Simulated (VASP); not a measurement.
# I (Cmce) in VASP: notebook

Aim: see how the results for I move with the level of theory and the settings. Levels: PBE-based screened hybrid with 35 % exact exchange, PBEsol. Tasks: single point, relaxation of cell and atoms.

Everything below comes from runs of VASP 6.6.1. Logs are shortened: lines on timing, memory, paths and dates and some standing lists are left out, and cuts for length are marked.

**1. The cell of the first run**

Symmetry: Cmce, No. 64, orthorhombic system. Conventional cell: a = 7.270 Å, b = 4.790 Å, c = 9.793 Å, α = 90.00°, β = 90.00°, γ = 90.00°. I (site symmetry m) has 3 I at 2.68 to 3.56 Å within 3.6 Å.

**2. Single point, PBE-based screened hybrid with 35 % exact exchange**

Input file POSCAR:

```
I
1.0
    3.6350350000     -2.3950200000      0.0000000000
    3.6350350000      2.3950200000      0.0000000000
    0.0000000000      0.0000000000      9.7934400000
I
4
Direct
    0.6493000000      0.3507000000      0.3844000000
    0.1493000000      0.8507000000      0.1156000000
    0.3507000000      0.6493000000      0.6156000000
    0.8507000000      0.1493000000      0.8844000000
```

Input file INCAR.step1:

```
PREC = Accurate
ENCUT = 520
EDIFF = 1E-5
ISMEAR = -1
SIGMA = 0.05
LREAL = False
LASPH = True
NELM = 100
ALGO = Normal
ISIF = 2
LWAVE = True
LCHARG = False
GGA = PE
NBANDS = 22
```

Input file INCAR.step2:

```
PREC = Accurate
ENCUT = 520
EDIFF = 1E-7
ISMEAR = -1
SIGMA = 0.05
LREAL = False
LASPH = True
NELM = 100
ALGO = Normal
ISIF = 2
LWAVE = False
LCHARG = False
GGA = PE
LHFCALC = True
AEXX = 0.35
HFSCREEN = 0.2078699
PRECFOCK = Normal
ISTART = 1
NBANDS = 22
```

Input file KPOINTS:

```
regular mesh
0
Gamma
  4 4 2
```

Potentials or basis: VASP PAW PBE potentials, release 64 (I).

Command:

```bash
> cat potpaw_PBE.64/I/POTCAR > POTCAR
> cp INCAR.step1 INCAR
> mpirun -np 1 vasp_std > vasp.out
> cp INCAR.step2 INCAR
> mpirun -np 1 vasp_std > vasp.out
```

OUTCAR:

```text
PREC = Accurate
   ENCUT = 520
   EDIFF = 1E-7
   ISMEAR = -1
   LREAL = False
   LASPH = True
   NELM = 100
   ISIF = 2
   GGA = PE
   LHFCALC = True
   AEXX = 0.35
   HFSCREEN = 0.2078699
   PRECFOCK = Normal
   ISTART = 1

 ion  position               nearest neighbor table
   1  0.649  0.351  0.384-   3 2.68   2 3.56   2 3.56
   2  0.149  0.851  0.116-   4 2.68   1 3.56   1 3.56
   3  0.351  0.649  0.616-   1 2.68   4 3.56   4 3.56
   4  0.851  0.149  0.884-   2 2.68   3 3.56   3 3.56

  LATTYP: Found a base centered orthorhombic cell.
 ALAT       =     4.7900400000
 B/A-ratio  =     1.5177472422
 C/A-ratio  =     2.0445424255

  Lattice vectors:

 A1 = (  -3.6350350000,  -2.3950200000,   0.0000000000)
 A2 = (   3.6350350000,  -2.3950200000,   0.0000000000)
 A3 = (   0.0000000000,   0.0000000000,   9.7934400000)

Analysis of symmetry for initial positions (statically):
=====================================================================
 Subroutine PRICEL returns:
 Original cell was already a primitive cell.

 Routine SETGRP: Setting up the symmetry group for a
 base centered orthorhombic supercell.

 Subroutine GETGRP returns: Found  8 space group operations
 (whereof  4 operations were pure point group operations)
 out of a pool of  8 trial point group operations.

The static configuration has the point symmetry C_2h.
 The point group associated with its full space group is D_2h.

Analysis of symmetry for dynamics (positions and initial velocities):
=====================================================================
 Subroutine PRICEL returns:
 Original cell was already a primitive cell.

 Routine SETGRP: Setting up the symmetry group for a
 base centered orthorhombic supercell.

 Subroutine GETGRP returns: Found  8 space group operations
 (whereof  4 operations were pure point group operations)
 out of a pool of  8 trial point group operations.

The dynamic configuration has the point symmetry C_2h.
 The point group associated with its full space group is D_2h.

 Subroutine INISYM returns: Found  8 space group operations
 (whereof  4 operations are pure point group operations),
 and found     1 'primitive' translations

----------------------------------------------------------------------------------------

                                     Primitive cell

  volume of cell :     170.5230

  direct lattice vectors                    reciprocal lattice vectors
     3.635035000 -2.395020000  0.000000000     0.137550257 -0.208766524  0.000000000
     3.635035000  2.395020000  0.000000000     0.137550257  0.208766524  0.000000000
     0.000000000  0.000000000  9.793440000     0.000000000  0.000000000  0.102109167

  length of vectors
     4.353113857  4.353113857  9.793440000     0.250007070  0.250007070  0.102109167

  position of ions in fractional coordinates (direct lattice)
     0.649300000  0.350700000  0.384400000
     0.149300000  0.850700000  0.115600000
     0.350700000  0.649300000  0.615600000
     0.850700000  0.149300000  0.884400000

  ion indices of the primitive-cell ions
   primitive index   ion index
                 1           1
                 2           2
                 3           3
                 4           4

----------------------------------------------------------------------------------------

 KPOINTS: regular mesh

Automatic generation of k-mesh.
 Grid dimensions read from file:
 generate k-points for:    4    4    2

 Generating k-lattice:

  Cartesian coordinates                     Fractional coordinates (reciprocal lattice)
     0.034387564 -0.052191631  0.000000000     0.250000000  0.000000000  0.000000000
     0.034387564  0.052191631  0.000000000     0.000000000  0.250000000  0.000000000
     0.000000000  0.000000000  0.051054583     0.000000000  0.000000000  0.500000000

  Length of vectors
     0.062501767  0.062501767  0.051054583

  Shift w.r.t. Gamma in fractional coordinates (k-lattice)
     0.000000000  0.000000000  0.000000000

 Subroutine IBZKPT returns following result:
 ===========================================

 Found     14 irreducible k-points:

 Following reciprocal coordinates:
            Coordinates               Weight
  0.000000  0.000000  0.000000      1.000000
  0.250000  0.000000  0.000000      4.000000
  0.500000  0.000000  0.000000      2.000000
  0.250000  0.250000  0.000000      2.000000
  0.500000  0.250000  0.000000      4.000000
 -0.250000  0.250000  0.000000      2.000000
  0.500000  0.500000  0.000000      1.000000
  0.000000  0.000000  0.500000      1.000000
  0.250000  0.000000  0.500000      4.000000
  0.500000  0.000000  0.500000      2.000000
  0.250000  0.250000  0.500000      2.000000
  0.500000  0.250000  0.500000      4.000000
 -0.250000  0.250000  0.500000      2.000000
  0.500000  0.500000  0.500000      1.000000
   k-points           NKPTS =     14   k-points in BZ     NKDIM =     32   number of bands    NBANDS=     22
[... 37 lines left out ...]
     AMIX_MAG =   1.60;   BMIX_MAG =  1.00
  volume/ion in A,a.u.               =      42.63       287.69
  Fermi-wavevector in a.u.,A,eV,Ry     =   0.896465  1.694073 10.934307  0.803649
  Thomas-Fermi vector in A             =   2.018926
   LORBIT       =      0    0 simple, 1 ext, 2 COOP (PROOUT), +10 PAW based schemes
   GGA     = PE    functional components
   LHFCALC =     T    Hartree Fock is set to
   PRECFOCK=normal    Normal, Fast or Accurate (Low or Medium for compatibility)
   ENCUT4O =  -1.0   cutoff for four orbital integrals eV
   NKREDX  =     1    reduce k-point grid by
   NKREDY  =     1    reduce k-point grid by
   NKREDZ  =     1    reduce k-point grid by
   AEXX    =    0.3500 exact exchange contribution
   HFSCREEN=    0.2079 screening length (either q_TF or 0.3 A-1)
   HFSCREENC=   0.2079 screening length for correlation (either q_TF or 0.3 A-1)
   ENCUTFOCK=  -1.0 apply spherical cutoff to Coloumb kernel
   IVDW    =     0    specifies the selected vdW correction
   LEPSILON=     F    determine dielectric tensor
   LRPA    =     F    only Hartree local field effects (RPA)
 non-spin polarized calculation
  energy-cutoff  :      520.00
  volume of cell :      170.52
 maximum number of plane-waves:      4632
  NGX = 28; NGY = 28; NGZ = 56

 number of electron      28.0000001 magnetization

 Free energy of the ion-electron system (eV)
  ---------------------------------------------------
  ext. energy  EPLUGINS =         0.00000000
  ---------------------------------------------------
  free energy    TOTEN  =        -9.04741875 eV

  energy without entropy =       -9.04741875  energy(sigma->0) =       -9.04741875

 E-fermi :   2.7162     XC(G=0):  -6.2060

 val. band max:        1.6210992619   @ k =   0.5000   0.0000   0.5000
 cond. band min:       4.1383829152   @ k =   0.5000   0.5000   0.0000
 fundamental gap:      2.5172836534
 Fermi energy:         2.7161931496

 k-point     1 :       0.0000    0.0000    0.0000
  band No.  band energies     occupation
      1     -13.5805      2.00000
      2     -13.0375      2.00000
      3     -11.2159      2.00000
      4     -10.0749      2.00000
      5      -3.1982      2.00000
      6      -1.6529      2.00000
[... 14 lines left out ...]
     21      10.4001      0.00000
     22      10.5042      0.00000

 k-point     2 :       0.2500    0.0000    0.0000
  band No.  band energies     occupation
      1     -13.3721      2.00000
      2     -12.9655      2.00000
      3     -11.0466      2.00000
      4     -10.2546      2.00000
      5      -3.2097      2.00000
      6      -2.2712      2.00000
[... 14 lines left out ...]
     21      10.2775      0.00000
     22      10.9293      0.00000

 k-point     3 :       0.5000    0.0000    0.0000
  band No.  band energies     occupation
      1     -13.0155      2.00000
      2     -13.0155      2.00000
      3     -10.6657      2.00000
      4     -10.6657      2.00000
      5      -3.2108      2.00000
      6      -3.2108      2.00000
[... 14 lines left out ...]
     21      11.3966      0.00000
     22      11.3966      0.00000
[... 226 lines left out ...]
 k-point    13 :      -0.2500    0.2500    0.5000
  band No.  band energies     occupation
      1     -13.0179      2.00000
      2     -13.0179      2.00000
      3     -10.6637      2.00000
      4     -10.6637      2.00000
      5      -2.7857      2.00000
      6      -2.7857      2.00000
[... 14 lines left out ...]
     21      11.0456      0.00000
     22      11.0456      0.00000

 k-point    14 :       0.5000    0.5000    0.5000
  band No.  band energies     occupation
      1     -13.0225      2.00000
      2     -13.0225      2.00000
      3     -10.4407      2.00000
      4     -10.4407      2.00000
      5      -2.5189      2.00000
      6      -2.5189      2.00000
[... 14 lines left out ...]
     21      10.2666      0.00000
     22      10.2666      0.00000

------------------------ aborting loop because EDIFF is reached ----------------------------------------

  FORCE on cell =-STRESS in cart. coord.  units (eV):
  Direction    XX          YY          ZZ          XY          YZ          ZX
  --------------------------------------------------------------------------------------
  -------------------------------------------------------------------------------------
  Total        1.0252133      0.4517990      0.2223870      0.0000000      0.0000000      0.0000000
  in kB        9.6325620      4.2449522      2.0894744      0.0000000      0.0000000      0.0000000
  external PRESSURE =       5.3223295 kB  Pullay stress =       0.0000000 kB

 VOLUME and BASIS-vectors are now :
 -----------------------------------------------------------------------------
  energy-cutoff  :      520.00
  volume of cell :      170.52
      direct lattice vectors                 reciprocal lattice vectors
     3.635035000 -2.395020000  0.000000000     0.137550257 -0.208766524  0.000000000
     3.635035000  2.395020000  0.000000000     0.137550257  0.208766524  0.000000000
     0.000000000  0.000000000  9.793440000     0.000000000  0.000000000  0.102109167

 POSITION                                       TOTAL-FORCE (eV/Angst)
 -----------------------------------------------------------------------------------
      3.63503     -0.71515      3.76460         0.000000      0.024238     -0.053648
      3.63503      1.67987      1.13212         0.000000      0.024238      0.053648
      3.63503      0.71515      6.02884         0.000000     -0.024238      0.053648
      3.63503     -1.67987      8.66132         0.000000     -0.024238     -0.053648
 -----------------------------------------------------------------------------------
    total drift:                               -0.000000     -0.000000     -0.000000

  FREE ENERGIE OF THE ION-ELECTRON SYSTEM (eV)
  ---------------------------------------------------
  free  energy   TOTEN  =        -9.0474187514 eV

  energy  without entropy=       -9.0474187513  energy(sigma->0) =       -9.04741875
```

Wall time 65 min (1 thread of AMD EPYC 7R13 (Zen 3), shared host); peak memory 0.4 GiB.

Results:

| Item | Value |
| --- | --- |
| Free energy | -9.0474 eV |
| Pressure | 0.5 GPa |
| Largest force | 0.059 eV/Å |
| Band gap on the k mesh | 2.52 eV (least direct gap 2.75 eV) |

Forces in eV/Å, atoms in the order of the input:
```
I    0.000  0.024 -0.054
I    0.000  0.024  0.054
I    0.000 -0.024  0.054
I    0.000 -0.024 -0.054
```

Caveat: this functional lacks dispersion, which holds the molecules together, so the pressure and a relaxed volume are unreliable; the PAW data sets were made with another functional, which shifts forces and pressure a little; spin-orbit coupling is left out, which moves the levels of the heavy elements. A k mesh can miss the band edges.

**3. Relaxation of cell and atoms, PBEsol**

Input file INCAR:

```
  PREC = Accurate
  ENCUT = 600
  EDIFF = 1E-7
  ISMEAR = -1
  SIGMA = 0.05
  LREAL = False
  LASPH = True
  NELM = 60
  ALGO = Normal
  ISIF = 3
  LWAVE = False
  LCHARG = False
  GGA = PS
  IBRION = 2
  NSW = 80
  EDIFFG = -0.02
```

Input file KPOINTS:

```
Automatic mesh
0
Gamma
  7 7 3
```

POSCAR is that of step 2.

Potentials or basis: VASP PAW PBE potentials, release 64 (I).

Command:

```bash
> cat potpaw_PBE.64/I/POTCAR > POTCAR
> mpirun -np 1 vasp_std > vasp.out
```

Wall time 18 min (1 thread of Intel Xeon 8259CL, shared host); peak memory 0.39 GiB.

It converged, with:

| Item | Value |
| --- | --- |
| Free energy | -7.0231 eV |
| Relaxed volume | 39.64 Å³/atom |
| Relaxed cell | a = 4.341 Å, b = 4.341 Å, c = 9.671 Å, α = 90.00°, β = 90.00°, γ = 60.47° |
| Space group after relaxing (to 0.1 Å) | Cmce (No. 64) |
| Energy gained by relaxing | 48.4 meV/atom |
| Ionic steps | 17 |
| Pressure after relaxing | 0.0 GPa |
| Largest force after relaxing | 0.018 eV/Å |
| Band gap on the k mesh | 0.78 eV (least direct gap 1.05 eV) |

Forces in eV/Å, atoms in the order of the input:
```
I    0.000 -0.013  0.013
I    0.000 -0.013 -0.013
I    0.000  0.013 -0.013
I    0.000  0.013  0.013
```

Stress tensor (GPa, compression positive):
```
 0.03  0.00  0.00
 0.00  0.06  0.00
 0.00  0.00 -0.04
```

Step by step:
```
step  energy change (eV)  largest force (eV/Å)  pressure (GPa)  volume (Å³)
   1              0.0000                0.7645            0.08       170.52
   2             -0.0623                0.1458           -1.19       171.06
   3             -0.0629                0.0997           -1.31       171.12
   4             -0.1190                0.0602           -0.96       166.68
   5             -0.1627                0.1253           -0.08       159.87
   6             -0.1629                0.1446            0.03       159.19
   7             -0.1629                0.1378           -0.01       159.42
   8             -0.1670                0.1288            0.03       159.25
   9             -0.1771                0.1153            0.15       158.70
  10             -0.1859                0.1728            0.44       157.55
  11             -0.1887                0.1416            0.31       157.91
  12             -0.1918                0.0725           -0.03       158.84
  13             -0.1918                0.0705           -0.04       158.87
  14             -0.1922                0.0620           -0.03       158.83
  15             -0.1931                0.0371           -0.01       158.73
  16             -0.1937                0.0233            0.03       158.51
  17             -0.1937                0.0181            0.02       158.54
```

Final structure:
```xyz
4
Lattice="3.7501 -2.1857 0.0000 3.7501 2.1857 0.0000 0.0000 0.0000 9.6713" Properties=species:S:1:pos:R:3 pbc="T T T"
I     3.7501   -0.7486    3.6469
I     3.7501    1.4371    1.1887
I     3.7501    0.7486    6.0244
I     3.7501   -1.4371    8.4826
```

Levels at points of the mesh, in eV from the valence-band top:
| k point | band 10 | band 11 | band 12 | band 13 | band 14 | band 15 | band 16 | band 17 | band 18 |
| --- | --- | --- | --- | --- | --- | --- | --- | --- | --- |
| (0.00, 0.00, 0.00) | -1.54 | -1.05 | -0.85 | -0.55 | 0.00 | 1.05 | 1.96 | 4.58 | 4.83 |

Caveat: this functional lacks dispersion, which holds the molecules together, so the pressure and a relaxed volume are unreliable; the PAW data sets were made with another functional, which shifts forces and pressure a little; spin-orbit coupling is left out, which moves the levels of the heavy elements. A k mesh can miss the band edges.

**4. Relaxation of cell and atoms, PBEsol, target pressure 5 GPa, at which the enthalpy is minimised**

Input file INCAR:

```
SYSTEM = I
PREC = Accurate
ENCUT = 600
EDIFF = 1E-6
ISMEAR = -1
SIGMA = 0.05
LREAL = .False.
LASPH = .True.
NELM = 100
ALGO = Normal
ISIF = 3
LWAVE = .False.
LCHARG = .False.
GGA = PS
IBRION = 2
NSW = 80
EDIFFG = -0.02
PSTRESS = 50.0
```

Input file KPOINTS:

```
Automatic mesh
0
Gamma
  7 7 3
  0 0 0
```

POSCAR is that of step 3.

Command:

```bash
> cat potpaw_PBE.64/I/POTCAR > POTCAR
> mpirun -np 1 vasp_std > vasp.out
```

Wall time 20 min (1 thread of Intel Xeon 8259CL, shared host); peak memory 0.38 GiB.

It converged, with:

- Free energy: -6.6639 eV
- Relaxed volume: 31.74 Å³/atom
- Relaxed cell: a = 3.868 Å, b = 3.868 Å, c = 9.346 Å, α = 90.00°, β = 90.00°, γ = 65.21°
- Space group after relaxing (to 0.1 Å): Cmce (No. 64)
- Energy change on relaxing (the run minimises the enthalpy): +41.4 meV/atom
- Ionic steps: 20
- Pressure after relaxing: 5.0 GPa
- Largest force after relaxing: 0.019 eV/Å
- Band gap on the k mesh: 0.49 eV (least direct gap 1.02 eV)

Forces on the atoms (eV/Å):
```
I    0.000  0.002 -0.019
I    0.000  0.002  0.019
I    0.000 -0.002  0.019
I    0.000 -0.002 -0.019
```

Step by step:
| step | energy change (eV) | largest force (eV/Å) | pressure (GPa) | volume (Å³) |
| --- | --- | --- | --- | --- |
| 1 | 0.0000 | 0.7648 | 0.08 | 170.52 |
| 2 | 0.2556 | 1.7926 | 5.83 | 140.23 |
| 3 | 0.3570 | 1.9241 | 7.00 | 136.69 |
| 4 | 0.2982 | 0.7492 | 7.09 | 128.03 |
| 5 | 0.3818 | 0.4960 | 7.63 | 124.44 |
| 6 | 0.1744 | 0.2968 | 4.94 | 129.30 |
| 7 | 0.1595 | 0.2808 | 4.72 | 129.77 |
| 8 | 0.1575 | 0.2680 | 4.74 | 129.56 |
| 9 | 0.1546 | 0.2307 | 4.83 | 128.94 |
| 10 | 0.1636 | 0.1888 | 5.07 | 127.68 |
| 11 | 0.2604 | 0.4408 | 5.89 | 125.09 |
| 12 | 0.1837 | 0.2296 | 5.31 | 126.82 |
| 13 | 0.1373 | 0.0085 | 4.40 | 128.06 |
| 14 | 0.1443 | 0.0425 | 4.57 | 127.83 |
| 15 | 0.1815 | 0.0767 | 5.26 | 126.54 |
| 16 | 0.1664 | 0.0375 | 5.00 | 126.99 |
| 17 | 0.1677 | 0.0207 | 5.03 | 126.92 |
| 18 | 0.1717 | 0.0326 | 5.09 | 126.77 |
| 19 | 0.1582 | 0.0174 | 4.78 | 127.21 |
| 20 | 0.1655 | 0.0187 | 4.95 | 126.96 |

Final structure:
```
I
1.0
     3.25857   -2.08442    0.00000
     3.25857    2.08442    0.00000
     0.00000    0.00000    9.34627
I
4
Direct
  0.69216 0.30784 0.37659
  0.19216 0.80784 0.12341
  0.30784 0.69216 0.62341
  0.80784 0.19216 0.87659
```

Levels at points of the mesh, in eV from the valence-band top:
```csv
k point,band 10,band 11,band 12,band 13,band 14,band 15,band 16,band 17,band 18
"(0.00, 0.00, 0.00)",-1.18,-0.86,-0.54,-0.17,-0.02,1.36,2.19,3.93,5.81
```

Caveat: the cell is relaxed towards a set pressure, so the run minimises the enthalpy, not the energy; the volume moved by over 15 % at a fixed basis, so the end points are rough; this functional lacks dispersion, which holds the molecules together, so the pressure and a relaxed volume are unreliable; the PAW data sets were made with another functional, which shifts forces and pressure a little; spin-orbit coupling is left out, which moves the levels of the heavy elements. A k mesh can miss the band edges.

**5. The runs side by side**

```csv
task,level,cell,k mesh,cutoff (eV),grid for exact exchange (PRECFOCK),share of exact exchange,screening parameter,gap on the mesh (eV),pressure (GPa),largest force (eV/Å)
single point,PBE-based screened hybrid with 35 % exact exchange,as given,4 × 4 × 2,520,Normal,0.35,0.20787 1/Å,2.52,0.5,0.06
relaxation of cell and atoms,PBEsol,relaxed,7 × 7 × 3,600,-,-,-,0.78,0.0,0.02
relaxation of cell and atoms,PBEsol,relaxed to 5 GPa,7 × 7 × 3,600,-,-,-,0.49,5.0,0.02
```

Alike in all rows: potentials or basis VASP PAW PBE potentials, release 64 (I); no spin polarisation; smearing fermi-dirac 0.05 eV.

Caveats: this functional lacks dispersion, which holds the molecules together, so the pressure and a relaxed volume are unreliable; the PAW data sets were made with another functional, which shifts forces and pressure a little; spin-orbit coupling is left out, which moves the levels of the heavy elements; the cell is relaxed towards a set pressure, so the run minimises the enthalpy, not the energy (at least some runs); the volume moved by over 15 % at a fixed basis, so the end points are rough (at least some runs).

Total energies depend on the potentials used, so only differences within one code and one set of settings carry meaning.
